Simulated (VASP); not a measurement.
Wanted: the native input for a VASP 6.6.1 run.

```yaml
Task: electric field gradients
Functional: LDA
Potentials_or_basis: VASP PAW LDA potentials, release 64 (La, Hg)
Cutoff: 520 eV
k_mesh: 7 × 7 × 8
Occupations: fermi-dirac, width 0.05 eV
Spin: no spin polarisation
Dipole_correction: no
Further_INCAR_settings: ALGO = Normal; EDIFF = 1e-08; NBANDS = 24
```

The structure of LaHg2 lies in POSCAR:

```
LaHg2
1.0
    4.9580000000      0.0000000000      0.0000000000
   -2.4790000000      4.2937539520      0.0000000000
    0.0000000000      0.0000000000      3.6400000000
La Hg
1 2
Direct
    0.0000000000      0.0000000000      0.0000000000
    0.3133333333      0.6566666667      0.5000000000
    0.6866666667      0.3433333333      0.5000000000
```

This cell differs from its parent crystal: shortest bond scaled by 0.94.

One way to write it, as run:

INCAR

```
PREC = Accurate
ENCUT = 520
EDIFF = 1E-8
ISMEAR = -1
SIGMA = 0.05
LREAL = F
LASPH = T
NELM = 100
ALGO = Normal
ISIF = 2
LWAVE = F
LCHARG = F
LEFG = T
NBANDS = 24
```

KPOINTS

```
Automatic mesh
0
Gamma
  7 7 8
```

Potentials or basis: VASP PAW LDA potentials, release 64 (La, Hg).

Run with:

```bash
$ cat potpaw_LDA.64/La/POTCAR potpaw_LDA.64/Hg/POTCAR > POTCAR
$ mpirun -np 1 vasp_std > vasp.out
```

It gave:

The pressure is -1.9 GPa. The largest force is 1.118 eV/Å and the band gap on the k mesh is zero (an odd number of electrons rules out a gap without spin polarisation). The largest electric field gradient by atom is La +81.3; Hg +311.9 V/Å².

Caveat: the cell differs from its parent crystal (shortest bond scaled by 0.94); without QUAD_EFG the Cq values of the log hold for a quadrupole moment of 1 mb, not for the nuclei; spin-orbit coupling is left out, which moves the levels of the heavy elements; forces of over 1 eV/Å act on the atoms, so gaps and moduli don't describe the material at rest.

Run time: 64 s on 1 thread of Intel(R) Xeon(R) 6975P-C (Granite Rapids), on a shared host, peak memory 0.29 GiB.
